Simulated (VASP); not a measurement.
# MoS2 in VASP: further runs, part 2 of 2

VASP 6.6.1. Earlier steps stand in the parts before.

### 4 Single point, PBEsol

This run uses another cell than the first one, of 17.75 Å³/atom, 0.971 times its volume.

INCAR

```
SYSTEM = MoS2
PREC = Accurate
ENCUT = 520
EDIFF = 1E-6
ISMEAR = -1
SIGMA = 0.02
LREAL = .FALSE.
LASPH = .TRUE.
NELM = 60
ALGO = Normal
ISIF = 2
LWAVE = .FALSE.
LCHARG = .FALSE.
GGA = PS
NBANDS = 20
```

KPOINTS

```
Automatic mesh
0
G
  15 15 15
  0 0 0
```

POSCAR

```
MoS2
1.0
    1.5855000000      0.9153888518      6.1149966667
   -1.5855000000      0.9153888518      6.1149966667
    0.0000000000     -1.8307777036      6.1149966667
Mo S
1 2
Direct
    0.0000000000      0.0000000000      0.0000000000
    0.2500000000      0.2500000000      0.2500000000
    0.7500000000      0.7500000000      0.7500000000
```

Potentials or basis: VASP PAW PBE potentials, release 64 (Mo_sv, S).

The run is started by

```console
> cat potpaw_PBE.64/Mo_sv/POTCAR potpaw_PBE.64/S/POTCAR > POTCAR
> mpirun -np 1 vasp_std > vasp.out
```

OUTCAR:

```text
SYSTEM = MoS2
   PREC = Accurate
   ENCUT = 520
   EDIFF = 1E-6
   ISMEAR = -1
   LREAL = .FALSE.
   LASPH = .TRUE.
   NELM = 60
   ISIF = 2
   GGA = PS

 ion  position               nearest neighbor table
   1  0.000  0.000  0.000-   3 2.39   2 2.39   3 2.39   3 2.39   2 2.39   2 2.39
   2  0.250  0.250  0.250-   1 2.39   1 2.39   1 2.39
   3  0.750  0.750  0.750-   1 2.39   1 2.39   1 2.39

  LATTYP: Found a trigonal (rhomboedric) cell.
 ALAT       =     6.3831756386
 COS(alpha) =     0.8766074614

  Lattice vectors:

 A1 = (   1.5855000000,   0.9153888518,   6.1149966667)
 A2 = (  -1.5855000000,   0.9153888518,   6.1149966667)
 A3 = (   0.0000000000,  -1.8307777036,   6.1149966667)

Analysis of symmetry for initial positions (statically):
=====================================================================
 Subroutine PRICEL returns:
 Original cell was already a primitive cell.

 Routine SETGRP: Setting up the symmetry group for a
 trigonal (rhombohedral) supercell.

 Subroutine GETGRP returns: Found 12 space group operations
 (whereof 12 operations were pure point group operations)
 out of a pool of 12 trial point group operations.

The static configuration has the point symmetry D_3d.

Analysis of symmetry for dynamics (positions and initial velocities):
=====================================================================
 Subroutine PRICEL returns:
 Original cell was already a primitive cell.

 Routine SETGRP: Setting up the symmetry group for a
 trigonal (rhombohedral) supercell.

 Subroutine GETGRP returns: Found 12 space group operations
 (whereof 12 operations were pure point group operations)
 out of a pool of 12 trial point group operations.

The dynamic configuration has the point symmetry D_3d.

 Subroutine INISYM returns: Found 12 space group operations
 (whereof 12 operations are pure point group operations),
 and found     1 'primitive' translations

----------------------------------------------------------------------------------------

                                     Primitive cell

  volume of cell :      53.2500

  direct lattice vectors                    reciprocal lattice vectors
     1.585500000  0.915388852  6.114996667     0.315357931  0.182071986  0.054510796
    -1.585500000  0.915388852  6.114996667    -0.315357931  0.182071986  0.054510796
     0.000000000 -1.830777704  6.114996667     0.000000000 -0.364143973  0.054510796

  length of vectors
     6.383175639  6.383175639  6.383175639     0.368201385  0.368201385  0.368201385

  position of ions in fractional coordinates (direct lattice)
     0.000000000  0.000000000  0.000000000
     0.250000000  0.250000000  0.250000000
     0.750000000  0.750000000  0.750000000

  ion indices of the primitive-cell ions
   primitive index   ion index
                 1           1
                 2           2
                 3           3

----------------------------------------------------------------------------------------

 KPOINTS: Automatic mesh

Automatic generation of k-mesh.
 Grid dimensions read from file:
 generate k-points for:   15   15   15

 Generating k-lattice:

  Cartesian coordinates                     Fractional coordinates (reciprocal lattice)
     0.021023862  0.012138132  0.003634053     0.066666667  0.000000000  0.000000000
    -0.021023862  0.012138132  0.003634053     0.000000000  0.066666667  0.000000000
     0.000000000 -0.024276265  0.003634053     0.000000000  0.000000000  0.066666667

  Length of vectors
     0.024546759  0.024546759  0.024546759

  Shift w.r.t. Gamma in fractional coordinates (k-lattice)
     0.000000000  0.000000000  0.000000000

 Subroutine IBZKPT returns following result:
 ===========================================

 Found    344 irreducible k-points:

 Following reciprocal coordinates:
            Coordinates               Weight
  0.000000  0.000000  0.000000      1.000000
  0.066667  0.000000  0.000000      6.000000
  0.133333  0.000000  0.000000      6.000000
  0.200000 -0.000000  0.000000      6.000000
  0.266667  0.000000  0.000000      6.000000
  0.333333  0.000000  0.000000      6.000000
[... 16 lines left out ...]
  0.133333  0.133333  0.000000      6.000000
  0.200000  0.133333  0.000000     12.000000
 [... further k-points ...]
   k-points           NKPTS =    344   k-points in BZ     NKDIM =    344   number of bands    NBANDS=     20
   number of dos      NEDOS =    301   number of ions     NIONS =      3
   total plane-waves  NPLWV = 110592
   dimension x,y,z NGX =    48 NGY =   48 NGZ =   48
   dimension x,y,z NGXF=    96 NGYF=   96 NGZF=   96
   ions per type =               1   2
   NGX,Y,Z   is equivalent  to a cutoff of  12.50, 12.50, 12.50 a.u.
   NGXF,Y,Z  is equivalent  to a cutoff of  25.00, 25.00, 25.00 a.u.
 SYSTEM =  MoS2
   PREC   = accura    normal or accurate (medium, high low for compatibility)
   ISTART =      0    job   : 0-new  1-cont  2-samecut
   ICHARG =      2    charge: 1-file 2-atom 10-const
   ISPIN  =      1    spin polarized calculation?
   LNONCOLLINEAR =      F non collinear calculations
   LSORBIT =      F    spin-orbit coupling
   LASPH  =      T    aspherical Exc in radial PAW
   ENCUT  =  520.0 eV  38.22 Ry    6.18 a.u.  11.87 11.87 11.87*2*pi/ulx,y,z
   NELM   =     60;   NELMIN=  2; NELMDL= -5     # of ELM steps
   EDIFF  = 0.1E-05   stopping-criterion for ELM
   LREAL  =      F    real-space projection
[... 7 lines left out ...]
   TEBEG  =    0.0;   TEEND  =   0.0 temperature during run
   PSTRESS=    0.0 pullay stress
   NELECT =      26.0000    total number of electrons
   NUPDOWN=      -1.0000    fix difference up-down
   EMIN   =  10.00;   EMAX   =-10.00  energy-range for DOS
   EFERMI =   0.00;   METHOD = LEGACY
   ISMEAR =    -1;   SIGMA  =   0.02  broadening in eV -4-tet -1-fermi 0-gaus
   EFERMI_NEDOS =   21; number of points for ismear=-14 and -15
   IALGO  =     38    algorithm
   IMIX   =      4    mixing-type and parameters
     AMIX     =   0.40;   BMIX     =  1.00
     AMIX_MAG =   1.60;   BMIX_MAG =  1.00
  volume/ion in A,a.u.               =      17.75       119.78
  Fermi-wavevector in a.u.,A,eV,Ry     =   1.289118  2.436081 22.610522  1.661826
  Thomas-Fermi vector in A             =   2.421031
   LORBIT       =      0    0 simple, 1 ext, 2 COOP (PROOUT), +10 PAW based schemes
   GGA     = PS    functional components
   LHFCALC =     F    Hartree Fock is set to
   AEXX    =    0.0000 exact exchange contribution
   IVDW    =     0    specifies the selected vdW correction
   LEPSILON=     F    determine dielectric tensor
   LRPA    =     F    only Hartree local field effects (RPA)
 non-spin polarized calculation
  energy-cutoff  :      520.00
  volume of cell :       53.25
 maximum number of plane-waves:      1452
   NGX = 23   NGY = 23   NGZ = 23

 number of electron      25.9999998 magnetization

 Free energy of the ion-electron system (eV)
  ---------------------------------------------------
  ext. energy  EPLUGINS =         0.00000000
  ---------------------------------------------------
  free energy    TOTEN  =       -22.59159455 eV

  energy without entropy =      -22.58948413  energy(sigma->0) =      -22.59053934

 E-fermi :   7.7152     XC(G=0): -11.0047

 val. band max:        7.7142608389   @ k =  -0.3333   0.4000   0.1333
 cond. band min:       7.7176699302   @ k =   0.2000   0.2000   0.1333
 fundamental gap:      0.0034090913
 Fermi energy:         7.7152193206

 k-point     1 :       0.0000    0.0000    0.0000
  band No.  band energies     occupation
      1     -53.9881      2.00000
      2     -28.1035      2.00000
      3     -28.0096      2.00000
      4     -28.0096      2.00000
      5      -7.4864      2.00000
      6      -5.8273      2.00000
[... 12 lines left out ...]
     19      14.3174      0.00000
     20      17.2348      0.00000

 k-point     2 :       0.0667    0.0000    0.0000
  band No.  band energies     occupation
      1     -53.9863      2.00000
      2     -28.1000      2.00000
      3     -28.0274      2.00000
      4     -28.0136      2.00000
      5      -7.4119      2.00000
      6      -5.8154      2.00000
[... 12 lines left out ...]
     19      14.5877      0.00000
     20      16.9238      0.00000
[... 465 lines left out ...]
      3     -28.0772      2.00000
      4     -28.0250      2.00000
      5      -7.1826      2.00000
      6      -5.8020      2.00000
[... 12 lines left out ...]
     19      15.2669      0.00000
     20      16.6865      0.00000

 k-point    24 :       0.2000    0.1333    0.0000
  band No.  band energies     occupation
      1     -53.9768      2.00000
      2     -28.1207      2.00000
      3     -28.0808      2.00000
      4     -28.0374      2.00000
      5      -6.9698      2.00000
      6      -5.7762      2.00000
[... 12 lines left out ...]
     19      15.6976      0.00000
     20      16.7187      0.00000

 [... further k-points ...]
[... 5 lines left out ...]
  --------------------------------------------------------------------------------------
  -------------------------------------------------------------------------------------
  Total        0.4191416      0.4191416      2.0357418      0.0000000      0.0000000      0.0000000
  in kB       12.6110721     12.6110721     61.2511057      0.0000000      0.0000000      0.0000000
  external PRESSURE =      28.8244166 kB  Pullay stress =       0.0000000 kB

 VOLUME and BASIS-vectors are now :
 -----------------------------------------------------------------------------
  energy-cutoff  :      520.00
  volume of cell :       53.25
      direct lattice vectors                 reciprocal lattice vectors
     1.585500000  0.915388852  6.114996667     0.315357931  0.182071986  0.054510796
    -1.585500000  0.915388852  6.114996667    -0.315357931  0.182071986  0.054510796
     0.000000000 -1.830777704  6.114996667     0.000000000 -0.364143973  0.054510796

 POSITION                                       TOTAL-FORCE (eV/Angst)
 -----------------------------------------------------------------------------------
      0.00000      0.00000      0.00000         0.000000     -0.000000      0.000000
      0.00000      0.00000      4.58625         0.000000     -0.000000     -0.762281
      0.00000      0.00000     13.75874         0.000000      0.000000      0.762281
 -----------------------------------------------------------------------------------
    total drift:                                0.000000      0.000000      0.000000

  FREE ENERGIE OF THE ION-ELECTRON SYSTEM (eV)
  ---------------------------------------------------
  free  energy   TOTEN  =       -22.5915945468 eV

  energy  without entropy=      -22.5894841332  energy(sigma->0) =      -22.59053934
```

OSZICAR:

```text
N       E                     dE             d eps       ncg     rms          rms(c)
DAV:   1     0.179986554985E+03    0.17999E+03   -0.13492E+04 13808   0.123E+03
DAV:   2    -0.167039062129E+02   -0.19669E+03   -0.19143E+03 16768   0.316E+02
DAV:   3    -0.240406148669E+02   -0.73367E+01   -0.72470E+01 17124   0.565E+01
DAV:   4    -0.241260318879E+02   -0.85417E-01   -0.85321E-01 16840   0.642E+00
DAV:   5    -0.241273411176E+02   -0.13092E-02   -0.13091E-02 17340   0.771E-01    0.259E+01
DAV:   6    -0.230603640790E+02    0.10670E+01   -0.12632E+01 14392   0.202E+01    0.949E+00
DAV:   7    -0.227711359191E+02    0.28923E+00   -0.57617E+00 14280   0.126E+01    0.660E+00
DAV:   8    -0.225920802804E+02    0.17906E+00   -0.88773E-01 14940   0.526E+00    0.185E+00
DAV:   9    -0.225933819979E+02   -0.13017E-02   -0.31354E-02 16316   0.107E+00    0.690E-01
DAV:  10    -0.225917793694E+02    0.16026E-02   -0.15890E-02 15240   0.782E-01    0.146E-01
DAV:  11    -0.225916189264E+02    0.16044E-03   -0.97269E-04 15680   0.202E-01    0.463E-02
DAV:  12    -0.225915874368E+02    0.31490E-04   -0.12067E-04 15592   0.696E-02    0.313E-02
DAV:  13    -0.225915957803E+02   -0.83436E-05   -0.28579E-05 15460   0.301E-02    0.144E-02
DAV:  14    -0.225915946341E+02    0.11463E-05   -0.38939E-06 13060   0.116E-02    0.628E-03
DAV:  15    -0.225915945468E+02    0.87290E-07   -0.87205E-07  9980   0.486E-03
   1 F= -.22591595E+02 E0= -.22590539E+02  d E =-.211041E-02
```

stdout:

```text
POSCAR found type information on POSCAR MoS
 POSCAR found :  2 types and       3 ions
 scaLAPACK will be used
 -----------------------------------------------------------------------------
|                                                                             |
|                                                                             |
|     You enforced a specific xc type in the INCAR file but a different       |
|     I HOPE YOU KNOW WHAT YOU ARE DOING!                                     |
|                                                                             |
 -----------------------------------------------------------------------------

 LDA part: xc-table for (Slater+PW92), standard interpolation
 POSCAR, INCAR and KPOINTS ok, starting setup
 FFT: planning ... GRIDC
 FFT: planning ... GRID_SOFT
 FFT: planning ... GRID
 WAVECAR not read
 entering main loop
```

Wall time 8.3 min (1 thread of AMD EPYC 9R45 (Zen 5), shared host); peak memory 0.52 GiB.

What came out:

- Free energy: -22.5916 eV
- Pressure: 2.9 GPa
- Largest force: 0.762 eV/Å
- Band gap on the k mesh: zero (band 13 reaches 8.10 eV, above the bottom of band 14 at 7.36 eV)

Forces in eV/Å, atoms in the order of the input:
```
Mo   0.000  0.000  0.000
S    0.000  0.000 -0.762
S    0.000  0.000  0.762
```

Caveat: the PAW data sets were made with another functional, which shifts forces and pressure a little.

### 5 Single point, PBEsol

This run uses another cell than the first one, of 17.75 Å³/atom, 0.971 times its volume.

INCAR

```
ALGO = Normal ; EDIFF = 1E-7
ENCUT = 520 ; GGA = PS
ISIF = 2 ; ISMEAR = -1
LASPH = True ; LCHARG = False
LREAL = False ; LWAVE = False
NBANDS = 20 ; NELM = 100
PREC = Accurate ; SIGMA = 0.02
```

KPOINTS

```
k-points
0
Gamma
  15 15 15
```

Edit POSCAR of step 4 so:

```diff
@@ -8,3 +8,3 @@
 Direct
-    0.0000000000      0.0000000000      0.0000000000
+    0.0054510796      0.0054510796      0.0054510796
     0.2500000000      0.2500000000      0.2500000000
```

Potentials or basis: VASP PAW PBE potentials, release 64 (Mo_sv, S).

The run is started by

```console
> cat potpaw_PBE.64/Mo_sv/POTCAR potpaw_PBE.64/S/POTCAR > POTCAR
> mpirun -np 1 vasp_std > vasp.out
```

OUTCAR:

```text
EDIFF = 1E-7
   ENCUT = 520
   GGA = PS
   ISIF = 2
   ISMEAR = -1
   LASPH = True
   LREAL = False
   NELM = 100
   PREC = Accurate

 ion  position               nearest neighbor table
   1  0.005  0.005  0.005-   3 2.32   3 2.32   3 2.32   2 2.45   2 2.45   2 2.45
   2  0.250  0.250  0.250-   1 2.45   1 2.45   1 2.45
   3  0.750  0.750  0.750-   1 2.32   1 2.32   1 2.32

  LATTYP: Found a trigonal (rhomboedric) cell.
 ALAT       =     6.3831756386
 COS(alpha) =     0.8766074614

  Lattice vectors:

 A1 = (   1.5855000000,   0.9153888518,   6.1149966667)
 A2 = (  -1.5855000000,   0.9153888518,   6.1149966667)
 A3 = (   0.0000000000,  -1.8307777036,   6.1149966667)

Analysis of symmetry for initial positions (statically):
=====================================================================
 Subroutine PRICEL returns:
 Original cell was already a primitive cell.

 Routine SETGRP: Setting up the symmetry group for a
 trigonal (rhombohedral) supercell.

 Subroutine GETGRP returns: Found  6 space group operations
[... 157 lines left out ...]

 Free energy of the ion-electron system (eV)
  ---------------------------------------------------
  ext. energy  EPLUGINS =         0.00000000
  ---------------------------------------------------
  free energy    TOTEN  =       -22.46935136 eV

  energy without entropy =      -22.46736398  energy(sigma->0) =      -22.46835767

 E-fermi :   7.6967     XC(G=0): -11.0043

 val. band max:        7.6966484295   @ k =   0.2000   0.1333   0.1333
 cond. band min:       7.6978972351   @ k =  -0.3333   0.4667   0.3333
 fundamental gap:      0.0012488055
 Fermi energy:         7.6966690337

 k-point     1 :       0.0000    0.0000    0.0000
  band No.  band energies     occupation
      1     -53.9702      2.00000
      2     -28.0964      2.00000
      3     -27.9943      2.00000
      4     -27.9943      2.00000
      5      -7.4989      2.00000
      6      -5.8304      2.00000
[... 541 lines left out ...]
     19      15.6763      0.00000
     20      16.7181      0.00000

 [... further k-points ...]
[... 5 lines left out ...]
  --------------------------------------------------------------------------------------
  -------------------------------------------------------------------------------------
  Total        0.7387818      0.7387818      2.1532287      0.0000000     -0.0000000      0.0000000
  in kB       22.2283593     22.2283593     64.7860365      0.0000000     -0.0000000      0.0000000
  external PRESSURE =      36.4142517 kB  Pullay stress =       0.0000000 kB

 VOLUME and BASIS-vectors are now :
 -----------------------------------------------------------------------------
  energy-cutoff  :      520.00
  volume of cell :       53.25
      direct lattice vectors                 reciprocal lattice vectors
     1.585500000  0.915388852  6.114996667     0.315357931  0.182071986  0.054510796
    -1.585500000  0.915388852  6.114996667    -0.315357931  0.182071986  0.054510796
     0.000000000 -1.830777704  6.114996667     0.000000000 -0.364143973  0.054510796

 POSITION                                       TOTAL-FORCE (eV/Angst)
 -----------------------------------------------------------------------------------
      0.00000      0.00000      0.10000         0.000000      0.000000     -2.411088
      0.00000      0.00000      4.58625         0.000000     -0.000000      0.322408
      0.00000      0.00000     13.75874         0.000000      0.000000      2.088680
 -----------------------------------------------------------------------------------
    total drift:                               -0.000000     -0.000000     -0.000052

  FREE ENERGIE OF THE ION-ELECTRON SYSTEM (eV)
  ---------------------------------------------------
  free  energy   TOTEN  =       -22.4693513650 eV

  energy  without entropy=      -22.4673639780  energy(sigma->0) =      -22.46835767
```

stdout:

```text
POSCAR found type information on POSCAR MoS
 POSCAR found :  2 types and       3 ions
 scaLAPACK will be used
 -----------------------------------------------------------------------------
|                                                                             |
|                                                                             |
|     You enforced a specific xc type in the INCAR file but a different       |
|     I HOPE YOU KNOW WHAT YOU ARE DOING!                                     |
|                                                                             |
 -----------------------------------------------------------------------------

 LDA part: xc-table for (Slater+PW92), standard interpolation
 POSCAR, INCAR and KPOINTS ok, starting setup
 FFT: planning ... GRIDC
 FFT: planning ... GRID_SOFT
 FFT: planning ... GRID
 WAVECAR not read
 entering main loop
```

Wall time 8.7 min (1 thread of AMD EPYC 9R45 (Zen 5), shared host); peak memory 0.53 GiB.

Results:

```yaml
Free_energy: -22.4694 eV
Pressure: 3.6 GPa
Largest_force: 2.411 eV/Å
Band_gap_on_the_k_mesh: zero (band 13 reaches 8.06 eV, above the bottom of band 14 at 7.41 eV)
```

Forces in eV/Å, atoms in the order of the input:
```
Mo   0.000  0.000 -2.411
S    0.000  0.000  0.322
S    0.000  0.000  2.089
```

Caveat: the PAW data sets were made with another functional, which shifts forces and pressure a little.

### 6 Summary

| cell | gap on the mesh (eV) | pressure (GPa) | largest force (eV/Å) |
| --- | --- | --- | --- |
| a = 6.446 Å, angles 28.8°, 3 atoms | none | -1.5 | 0.24 |
| a = 6.319 Å, angles 28.8°, 3 atoms | none | 8.0 | 1.34 |
| a = 6.383 Å, angles 28.8°, 3 atoms | none | 3.6 | 2.41 |

Some of these runs hold the atoms at other places in the same cell, which the table doesn't show; runs alike in all that it shows share one row.

Alike in all rows: task single point; level PBEsol; potentials or basis VASP PAW PBE potentials, release 64 (Mo_sv, S); no spin polarisation; k mesh 15 × 15 × 15; cutoff (eV) 520; smearing fermi-dirac 0.02 eV.

Caveats: the PAW data sets were made with another functional, which shifts forces and pressure a little.

Absolute energies hang on the potentials; compare differences alone.
